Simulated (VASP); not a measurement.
Set up this calculation in VASP 6.6.1, as the native input.

```yaml
Task: relaxation of cell and atoms
Functional: PBE
Potentials_or_basis: VASP PAW PBE potentials, release 64 (Ge_d, Mo_sv, Pt)
Cutoff: 600 eV
k_mesh: 6 × 6 × 6
Occupations: gaussian, width 0.1 eV
Spin: no spin polarisation
Dipole_correction: no
Further_INCAR_settings: ALGO = Fast; EDIFF = 1e-07; IBRION = 2; EDIFFG = -0.01; NSW = 100; ISIF = 3
```

The structure of GeMo3Pt lies in POSCAR:

```
GeMo3Pt
1.0
    6.3103470814      0.0000000000      0.0000000000
   -3.1551735407      5.4649208792      0.0000000000
    0.0000000000      0.0000000000      4.8979272271
Ge Mo Pt
2 6 2
Direct
    0.0000000000      0.0000000000      0.0000000000
    0.0000000000      0.0000000000      0.5000000000
    0.2036841635      0.4073683270      0.2500000000
    0.7963158365      0.2036841635      0.7500000000
    0.5926316730      0.7963158365      0.2500000000
    0.7963158365      0.5926316730      0.7500000000
    0.2036841635      0.7963158365      0.2500000000
    0.4073683270      0.2036841635      0.7500000000
    0.3333333333      0.6666666667      0.7500000000
    0.6666666667      0.3333333333      0.2500000000
```

The cell was generated, and may not be a known phase.

One way to write it, as run:

INCAR

```
  PREC = Accurate
  ENCUT = 600
  EDIFF = 1E-7
  ISMEAR = 0
  SIGMA = 0.1
  LREAL = F
  LASPH = T
  NELM = 60
  ALGO = Fast
  ISIF = 3
  LWAVE = F
  LCHARG = F
  GGA = PE
  IBRION = 2
  NSW = 100
  EDIFFG = -0.01
```

KPOINTS

```
regular mesh
0
Gamma
  6 6 6
```

Potentials or basis: VASP PAW PBE potentials, release 64 (Ge_d, Mo_sv, Pt).

The run is started by

```console
$ cat potpaw_PBE.64/Ge_d/POTCAR potpaw_PBE.64/Mo_sv/POTCAR potpaw_PBE.64/Pt/POTCAR > POTCAR
$ mpirun -np 1 vasp_std > vasp.out
```

It gave:

```yaml
Relaxed_volume: 16.94 Å³/atom
Relaxed_cell: a = 6.308 Å, b = 6.308 Å, c = 4.916 Å, α = 90.00°, β = 90.00°, γ = 120.00°
Space_group_after_relaxing_to_0.1_Å: P6_3/mmc (No. 194)
Energy_gained_by_relaxing: 0.3 meV/atom
Ionic_steps: 4
Pressure_after_relaxing: 0.0 GPa
Largest_force_after_relaxing: 0.007 eV/Å
Band_gap_on_the_k_mesh: zero (bands 66 and 67 overlap by 1.31 eV)
```

Caveat: spin-orbit coupling is left out, which moves the levels of the heavy elements.

Wall time 69 min on 1 thread of Oxide Virtual Turin-like Processor, on a shared host, peak memory 0.54 GiB.
